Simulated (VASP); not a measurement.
Here is a VASP 6.6.1 calculation.

INCAR

```
SYSTEM = BeS
  PREC = Accurate
  ENCUT = 600
  EDIFF = 1E-6
  ISMEAR = 0
  SIGMA = 0.1
  LREAL = .FALSE.
  LASPH = .TRUE.
  NELM = 120
  ALGO = Normal
  ISIF = 2
  LWAVE = .FALSE.
  LCHARG = .FALSE.
  GGA = PE
  NBANDS = 11
  GGA_COMPAT = .FALSE.
```

The input KPOINTS:

```
regular mesh
0
G
  6 6 6
  0 0 0
```

Contents of POSCAR:

```
BeS
1.0
    0.0000000000      2.4351516489      2.4351516489
    2.4351516489      0.0000000000      2.4351516489
    2.4351516489      2.4351516489      0.0000000000
Be S
1 1
Direct
    0.0000000000      0.0000000000      0.0000000000
    0.7500000000      0.7500000000      0.7500000000
```

Potentials or basis: VASP PAW PBE potentials, release 64 (Be, S).

Launch:

```console
$ cat potpaw_PBE.64/Be/POTCAR potpaw_PBE.64/S/POTCAR > POTCAR
$ mpirun -np 1 vasp_std > vasp.out
```

Question: What does it give for the band gap on the k mesh?

Answer: 3.14 eV, indirect (least direct gap 5.67 eV).

Question: Predict the pressure.

Answer: 0.4 GPa.

A k mesh can miss the band edges. A hybrid or GW would open this gap; PBE tends to underestimate it.
